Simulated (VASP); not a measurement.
# N2 in VASP: notebook

The runs below take N2 through single point, relaxation of the atoms, with PBE.

All numbers are computed with VASP 6.6.1; they aren't measurements. Logs are shortened: lines on timing, memory, paths and dates and some standing lists are left out, and cuts for length are marked.

## 1. The cell of the first run

The cell holds a molecule in a box, 2 atoms: a = 9.000 Å, b = 9.500 Å, c = 10.000 Å, α = 90.00°, β = 90.00°, γ = 90.00°.

## 2. Single point, PBE

The input, INCAR:

```
SYSTEM = N
PREC = Accurate
ENCUT = 520
EDIFF = 1E-7
ISMEAR = 0
SIGMA = 0.02
LREAL = .False.
LASPH = .True.
NELM = 60
ALGO = Normal
ISIF = 2
LWAVE = .False.
LCHARG = .False.
GGA = PE
NBANDS = 12
```

The input, KPOINTS:

```
regular mesh
0
Gamma
  1 1 1
  0 0 0
```

The input, POSCAR:

```
N
1.0
    9.0000000000      0.0000000000      0.0000000000
    0.0000000000      9.5000000000      0.0000000000
    0.0000000000      0.0000000000     10.0000000000
N
2
Direct
    0.5000000000      0.5000000000      0.4448917859
    0.5000000000      0.5000000000      0.5551082141
```

Potentials or basis: VASP PAW PBE potentials, release 64 (N).

The run is started by

```sh
$ cat potpaw_PBE.64/N/POTCAR > POTCAR
$ mpirun -np 1 vasp_gam > vasp.out
```

OUTCAR:

```text
SYSTEM = N
   PREC = Accurate
   ENCUT = 520
   EDIFF = 1E-7
   ISMEAR = 0
   LREAL = .False.
   LASPH = .True.
   NELM = 60
   ISIF = 2
   GGA = PE

 ion  position               nearest neighbor table
   1  0.500  0.500  0.445-   2 1.10
   2  0.500  0.500  0.555-   1 1.10

  LATTYP: Found a simple orthorhombic cell.
 ALAT       =     9.0000000000
 B/A-ratio  =     1.0555555556
 C/A-ratio  =     1.1111111111

  Lattice vectors:

 A1 = (   9.0000000000,   0.0000000000,   0.0000000000)
 A2 = (   0.0000000000,   9.5000000000,   0.0000000000)
 A3 = (   0.0000000000,   0.0000000000,  10.0000000000)

Analysis of symmetry for initial positions (statically):
=====================================================================
 Subroutine PRICEL returns:
 Original cell was already a primitive cell.

 Routine SETGRP: Setting up the symmetry group for a
 simple orthorhombic supercell.

 Subroutine GETGRP returns: Found  8 space group operations
 (whereof  8 operations were pure point group operations)
 out of a pool of  8 trial point group operations.

The static configuration has the point symmetry D_2h.

Analysis of symmetry for dynamics (positions and initial velocities):
=====================================================================
 Subroutine PRICEL returns:
 Original cell was already a primitive cell.

 Routine SETGRP: Setting up the symmetry group for a
 simple orthorhombic supercell.

 Subroutine GETGRP returns: Found  8 space group operations
 (whereof  8 operations were pure point group operations)
 out of a pool of  8 trial point group operations.

The dynamic configuration has the point symmetry D_2h.

 Subroutine INISYM returns: Found  8 space group operations
 (whereof  8 operations are pure point group operations),
 and found     1 'primitive' translations

----------------------------------------------------------------------------------------

                                     Primitive cell

  volume of cell :     855.0000

  direct lattice vectors                    reciprocal lattice vectors
     9.000000000  0.000000000  0.000000000     0.111111111  0.000000000  0.000000000
     0.000000000  9.500000000  0.000000000     0.000000000  0.105263158  0.000000000
     0.000000000  0.000000000 10.000000000     0.000000000  0.000000000  0.100000000

  length of vectors
     9.000000000  9.500000000 10.000000000     0.111111111  0.105263158  0.100000000

  position of ions in fractional coordinates (direct lattice)
     0.500000000  0.500000000  0.444891786
     0.500000000  0.500000000  0.555108214

  ion indices of the primitive-cell ions
   primitive index   ion index
                 1           1
                 2           2

----------------------------------------------------------------------------------------

 KPOINTS: regular mesh

Automatic generation of k-mesh.
 Grid dimensions read from file:
 generate k-points for:    1    1    1

 Generating k-lattice:

  Cartesian coordinates                     Fractional coordinates (reciprocal lattice)
     0.111111111  0.000000000  0.000000000     1.000000000  0.000000000  0.000000000
     0.000000000  0.105263158  0.000000000     0.000000000  1.000000000  0.000000000
     0.000000000  0.000000000  0.100000000     0.000000000  0.000000000  1.000000000

  Length of vectors
     0.111111111  0.105263158  0.100000000

  Shift w.r.t. Gamma in fractional coordinates (k-lattice)
     0.000000000  0.000000000  0.000000000

 Subroutine IBZKPT returns following result:
 ===========================================

 Found      1 irreducible k-points:

 Following reciprocal coordinates:
            Coordinates               Weight
  0.000000  0.000000  0.000000      1.000000
   k-points           NKPTS =      1   k-points in BZ     NKDIM =      1   number of bands    NBANDS=     12
   number of dos      NEDOS =    301   number of ions     NIONS =      2
   total plane-waves  NPLWV = 403200
   dimension x,y,z NGX =    70 NGY =   72 NGZ =   80
   dimension x,y,z NGXF=   140 NGYF=  144 NGZF=  160
   ions per type =               2
   NGX,Y,Z   is equivalent  to a cutoff of  12.93, 12.60, 13.30 a.u.
   NGXF,Y,Z  is equivalent  to a cutoff of  25.86, 25.20, 26.60 a.u.
 SYSTEM =  N
   PREC   = accura    normal or accurate (medium, high low for compatibility)
   ISTART =      0    job   : 0-new  1-cont  2-samecut
   ICHARG =      2    charge: 1-file 2-atom 10-const
   ISPIN  =      1    spin polarized calculation?
   LNONCOLLINEAR =      F non collinear calculations
   LSORBIT =      F    spin-orbit coupling
   LASPH  =      T    aspherical Exc in radial PAW
   ENCUT  =  520.0 eV  38.22 Ry    6.18 a.u.  16.73 17.66 18.59*2*pi/ulx,y,z
   NELM   =     60;   NELMIN=  2; NELMDL= -5     # of ELM steps
   EDIFF  = 0.1E-06   stopping-criterion for ELM
   LREAL  =      F    real-space projection
   EDIFFG = 0.1E-05   stopping-criterion for IOM
   NSW    =      0    number of steps for IOM
   IBRION =     -1    ionic relax: 0-MD 1-quasi-New 2-CG
   NFREE  =      0    steps in history (QN), initial steepest desc. (CG)
   ISIF   =      2    stress and relaxation
   ISYM   =      2    0-nonsym 1-usesym 2-fastsym
   POTIM  = 0.5000    time-step for ionic-motion
   TEBEG  =    0.0;   TEEND  =   0.0 temperature during run
   PSTRESS=    0.0 pullay stress
   NELECT =      10.0000    total number of electrons
   NUPDOWN=      -1.0000    fix difference up-down
   EMIN   =  10.00;   EMAX   =-10.00  energy-range for DOS
   EFERMI =   0.00;   METHOD = LEGACY
   ISMEAR =     0;   SIGMA  =   0.02  broadening in eV -4-tet -1-fermi 0-gaus
   EFERMI_NEDOS =   21; number of points for ismear=-14 and -15
   IALGO  =     38    algorithm
   IMIX   =      4    mixing-type and parameters
     AMIX     =   0.40;   BMIX     =  1.00
     AMIX_MAG =   1.60;   BMIX_MAG =  1.00
  volume/ion in A,a.u.               =     427.50      2884.91
  Fermi-wavevector in a.u.,A,eV,Ry     =   0.371609  0.702239  1.878872  0.138093
  Thomas-Fermi vector in A             =   1.299861
   LORBIT       =      0    0 simple, 1 ext, 2 COOP (PROOUT), +10 PAW based schemes
   GGA     = PE    functional components
   LHFCALC =     F    Hartree Fock is set to
   AEXX    =    0.0000 exact exchange contribution
   IVDW    =     0    specifies the selected vdW correction
   LEPSILON=     F    determine dielectric tensor
   LRPA    =     F    only Hartree local field effects (RPA)
 non-spin polarized calculation
 Gauss-broadening in eV      SIGMA  =   0.02
  energy-cutoff  :      520.00
  volume of cell :      855.00
 maximum number of plane-waves:     11510
 NGX is ok and might be reduce to    70
   NGX = 33   NGY = 35   NGZ = 37

 number of electron      10.0000000 magnetization

 Free energy of the ion-electron system (eV)
  ---------------------------------------------------
  ext. energy  EPLUGINS =         0.00000000
  ---------------------------------------------------
  free energy    TOTEN  =       -16.64237877 eV

  energy without entropy =      -16.64237877  energy(sigma->0) =      -16.64237877

 E-fermi :  -9.8854     XC(G=0):  -0.6994

 val. band max:      -10.0416374762   @ k =   0.0000   0.0000   0.0000
 cond. band min:      -1.8421533734   @ k =   0.0000   0.0000   0.0000
 fundamental gap:      8.1994841028
 Fermi energy:        -9.8854300972

 k-point     1 :       0.0000    0.0000    0.0000
  band No.  band energies     occupation
      1     -28.1962      2.00000
      2     -13.3082      2.00000
      3     -11.4638      2.00000
      4     -11.4638      2.00000
      5     -10.0416      2.00000
      6      -1.8422      0.00000
      7      -1.8417      0.00000
      8      -0.2034      0.00000
      9       1.1806      0.00000
     10       1.2584      0.00000
     11       1.2794      0.00000
     12       1.4209      0.00000

------------------------ aborting loop because EDIFF is reached ----------------------------------------

  FORCE on cell =-STRESS in cart. coord.  units (eV):
  Direction    XX          YY          ZZ          XY          YZ          ZX
  --------------------------------------------------------------------------------------
  -------------------------------------------------------------------------------------
  Total       -0.0571146     -0.0554066      1.8278567      0.0000000      0.0000000      0.0000000
  in kB       -0.1070266     -0.1038259      3.4252054      0.0000000      0.0000000      0.0000000
  external PRESSURE =       1.0714510 kB  Pullay stress =       0.0000000 kB

 VOLUME and BASIS-vectors are now :
 -----------------------------------------------------------------------------
  energy-cutoff  :      520.00
  volume of cell :      855.00
      direct lattice vectors                 reciprocal lattice vectors
     9.000000000  0.000000000  0.000000000     0.111111111  0.000000000  0.000000000
     0.000000000  9.500000000  0.000000000     0.000000000  0.105263158  0.000000000
     0.000000000  0.000000000 10.000000000     0.000000000  0.000000000  0.100000000

 POSITION                                       TOTAL-FORCE (eV/Angst)
 -----------------------------------------------------------------------------------
      4.50000      4.75000      4.44892         0.000000      0.000000     -1.738305
      4.50000      4.75000      5.55108         0.000000      0.000000      1.738305
 -----------------------------------------------------------------------------------
    total drift:                                0.000000      0.000000      0.000000

  FREE ENERGIE OF THE ION-ELECTRON SYSTEM (eV)
  ---------------------------------------------------
  free  energy   TOTEN  =       -16.6423787689 eV

  energy  without entropy=      -16.6423787689  energy(sigma->0) =      -16.64237877
```

It took 38 s on 1 thread of Intel Xeon Platinum 8488C (Sapphire Rapids), shared host; peak memory 0.72 GiB.

Results:

| Item | Value |
| --- | --- |
| Free energy | -16.6424 eV |
| Largest force | 1.738 eV/Å |
| Gap between the frontier levels | 8.20 eV |

Forces in eV/Å, atoms in the order of the input:
```
N    0.000  0.000 -1.738
N    0.000  0.000  1.738
```

Caveat: the standard files for N, O and F lose accuracy on very short bonds.

## 3. Relaxation of the atoms, PBE

The input, INCAR:

```
PREC = Accurate
ENCUT = 520
EDIFF = 1E-6
ISMEAR = 0
SIGMA = 0.02
LREAL = False
LASPH = True
NELM = 80
ALGO = Normal
ISIF = 2
LWAVE = False
LCHARG = False
GGA = PE
IBRION = 2
NSW = 60
EDIFFG = -0.02
```

The input, KPOINTS:

```
Automatic mesh
0
Gamma
  1 1 1
```

The input, POSCAR:

```
N
1.0
    9.0000000000      0.0000000000      0.0000000000
    0.0000000000      9.5000000000      0.0000000000
    0.0000000000      0.0000000000     10.0000000000
N
2
Direct
    0.5000000000      0.5000000000      0.4445000000
    0.5000000000      0.5000000000      0.5555000000
```

Potentials or basis: VASP PAW PBE potentials, release 64 (N).

The run is started by

```sh
$ cat potpaw_PBE.64/N/POTCAR > POTCAR
$ mpirun -np 1 vasp_gam > vasp.out
```

It took 98 s on 1 thread of Intel Xeon Platinum 8488C (Sapphire Rapids), shared host; peak memory 0.77 GiB.

The run converged. Its results:

- Free energy: -16.6518 eV
- Energy gained by relaxing: 0.4 meV/atom
- Ionic steps: 3
- Gap between the frontier levels: 8.07 eV

Forces in eV/Å, atoms in the order of the input:
```
N    0.000  0.000  0.003
N    0.000  0.000 -0.003
```

Step by step:
| step | energy change (eV) | largest force (eV/Å) | pressure (GPa) |
| --- | --- | --- | --- |
| 1 | 0.0000 | 0.4880 | 0.02 |
| 2 | 0.1293 | 5.5972 | -0.41 |
| 3 | -0.0008 | 0.0030 | -0.01 |

Final structure:
```cif
data_structure
_symmetry_space_group_name_H-M 'P 1'
_symmetry_Int_Tables_number 1
_cell_length_a 9.0000
_cell_length_b 9.5000
_cell_length_c 10.0000
_cell_angle_alpha 90.000
_cell_angle_beta 90.000
_cell_angle_gamma 90.000
_cell_volume 855.00
loop_
_atom_site_label
_atom_site_type_symbol
_atom_site_fract_x
_atom_site_fract_y
_atom_site_fract_z
_atom_site_occupancy
N1 N 0.50000 0.50000 0.44434 1
N2 N 0.50000 0.50000 0.55566 1
```

Levels at points of the mesh, in eV from the valence-band top:
| k point | band 2 | band 3 | band 4 | band 5 | band 6 | band 7 | band 8 | band 9 |
| --- | --- | --- | --- | --- | --- | --- | --- | --- |
| (0.00, 0.00, 0.00) | -3.35 | -1.34 | -1.34 | 0.00 | 8.07 | 8.07 | 9.83 | 11.22 |

Caveat: the standard files for N, O and F lose accuracy on very short bonds.

## 4. Single point, PBE

The input, INCAR:

```
SYSTEM = N
PREC = Accurate
ENCUT = 910
EDIFF = 1E-6
ISMEAR = 0
SIGMA = 0.02
LREAL = .False.
LASPH = .True.
NELM = 120
ALGO = Normal
ISIF = 2
LWAVE = .False.
LCHARG = .False.
GGA = PE
NBANDS = 12
GGA_COMPAT = .False.
NELMDL = -8
```

The input, KPOINTS:

```
regular mesh
0
Gamma
  1 1 1
  0 0 0
```

The input, POSCAR:

```
N
1.0
    9.0000000000      0.0000000000      0.0000000000
    0.0000000000      9.5000000000      0.0000000000
    0.0000000000      0.0000000000     10.0000000000
N
2
Direct
    0.5000000000      0.5000000000      0.4448917859
    0.5000000000      0.5000000000      0.5551082141
```

Potentials or basis: VASP PAW PBE potentials, release 64 (N_h).

The run is started by

```sh
$ cat potpaw_PBE.64/N_h/POTCAR > POTCAR
$ mpirun -np 1 vasp_gam > vasp.out
```

OUTCAR:

```text
SYSTEM = N
   PREC = Accurate
   ENCUT = 910
   EDIFF = 1E-6
   ISMEAR = 0
   LREAL = .False.
   LASPH = .True.
   NELM = 120
   ISIF = 2
   GGA = PE
   NELMDL = -8

 ion  position               nearest neighbor table
   1  0.500  0.500  0.445-   2 1.10
   2  0.500  0.500  0.555-   1 1.10

  LATTYP: Found a simple orthorhombic cell.
 ALAT       =     9.0000000000
 B/A-ratio  =     1.0555555556
 C/A-ratio  =     1.1111111111

  Lattice vectors:

 A1 = (   9.0000000000,   0.0000000000,   0.0000000000)
 A2 = (   0.0000000000,   9.5000000000,   0.0000000000)
 A3 = (   0.0000000000,   0.0000000000,  10.0000000000)

Analysis of symmetry for initial positions (statically):
=====================================================================
 Subroutine PRICEL returns:
 Original cell was already a primitive cell.

 Routine SETGRP: Setting up the symmetry group for a
 simple orthorhombic supercell.
[... 138 lines left out ...]
  ext. energy  EPLUGINS =         0.00000000
  ---------------------------------------------------
  free energy    TOTEN  =       -16.82078009 eV

  energy without entropy =      -16.82078009  energy(sigma->0) =      -16.82078009

 E-fermi :  -9.9513     XC(G=0):  -0.6934

 val. band max:      -10.0546671215   @ k =   0.0000   0.0000   0.0000
 cond. band min:      -1.8026958139   @ k =   0.0000   0.0000   0.0000
 fundamental gap:      8.2519713076
 Fermi energy:        -9.9513241792

 k-point     1 :       0.0000    0.0000    0.0000
  band No.  band energies     occupation
      1     -28.0093      2.00000
      2     -13.3391      2.00000
      3     -11.4004      2.00000
      4     -11.4004      2.00000
      5     -10.0547      2.00000
      6      -1.8027      0.00000
      7      -1.8022      0.00000
      8      -0.1852      0.00000
      9       1.1999      0.00000
     10       1.2785      0.00000
     11       1.3038      0.00000
     12       1.5495      0.00000

------------------------ aborting loop because EDIFF is reached ----------------------------------------

  FORCE on cell =-STRESS in cart. coord.  units (eV):
  Direction    XX          YY          ZZ          XY          YZ          ZX
  --------------------------------------------------------------------------------------
  -------------------------------------------------------------------------------------
  Total       -0.0690815     -0.0673571      0.0040039     -0.0000000      0.0000000      0.0000000
  in kB       -0.1294512     -0.1262199      0.0075029     -0.0000000      0.0000000      0.0000000
  external PRESSURE =      -0.0827227 kB  Pullay stress =       0.0000000 kB

 VOLUME and BASIS-vectors are now :
 -----------------------------------------------------------------------------
  energy-cutoff  :      910.00
  volume of cell :      855.00
      direct lattice vectors                 reciprocal lattice vectors
     9.000000000  0.000000000  0.000000000     0.111111111  0.000000000  0.000000000
     0.000000000  9.500000000  0.000000000     0.000000000  0.105263158  0.000000000
     0.000000000  0.000000000 10.000000000     0.000000000  0.000000000  0.100000000

 POSITION                                       TOTAL-FORCE (eV/Angst)
 -----------------------------------------------------------------------------------
      4.50000      4.75000      4.44892         0.000000      0.000000     -0.069140
      4.50000      4.75000      5.55108         0.000000      0.000000      0.069140
 -----------------------------------------------------------------------------------
    total drift:                                0.000000     -0.000000      0.000000

  FREE ENERGIE OF THE ION-ELECTRON SYSTEM (eV)
  ---------------------------------------------------
  free  energy   TOTEN  =       -16.8207800858 eV

  energy  without entropy=      -16.8207800858  energy(sigma->0) =      -16.82078009
```

It took 2 min on 1 thread of Intel Xeon 6975P-C (Granite Rapids), shared host; peak memory 1.2 GiB.

Results:

```
Free energy                     : -16.8208 eV
Largest force                   : 0.069 eV/Å
Gap between the frontier levels : 8.25 eV
```

Forces on the atoms (eV/Å):
```
N    0.000  0.000 -0.069
N    0.000  0.000  0.069
```

Levels at points of the mesh, in eV from the valence-band top:
```tsv
k point	band 3	band 4	band 5	band 6	band 7	band 8
(0.00, 0.00, 0.00)	-1.35	-1.35	0.00	8.25	8.25	9.87
```

Caveat: the cutoff is under 1.25 times the usual one of these potentials, so pressure, stress and relaxed cells hold a basis-set (Pulay) error.

## 5. Overview

```csv
task,potentials or basis,cell,cutoff (eV),second run,gap on the mesh (eV),largest force (eV/Å)
single point,"VASP PAW PBE potentials, release 64 (N)",as given,520,-,8.20,1.74
relaxation of the atoms,"VASP PAW PBE potentials, release 64 (N)",atoms relaxed,520,-,8.07,-
single point,"VASP PAW PBE potentials, release 64 (N_h)",as given,910,hard_potentials,8.25,0.07
```

Alike in all rows: level PBE; no spin polarisation; k mesh 1 × 1 × 1; smearing gaussian 0.02 eV.

Caveats: the standard files for N, O and F lose accuracy on very short bonds (some runs); the cutoff is under 1.25 times the usual one of these potentials, so pressure, stress and relaxed cells hold a basis-set (Pulay) error (some runs).

Absolute energies hang on the potentials; compare differences alone.
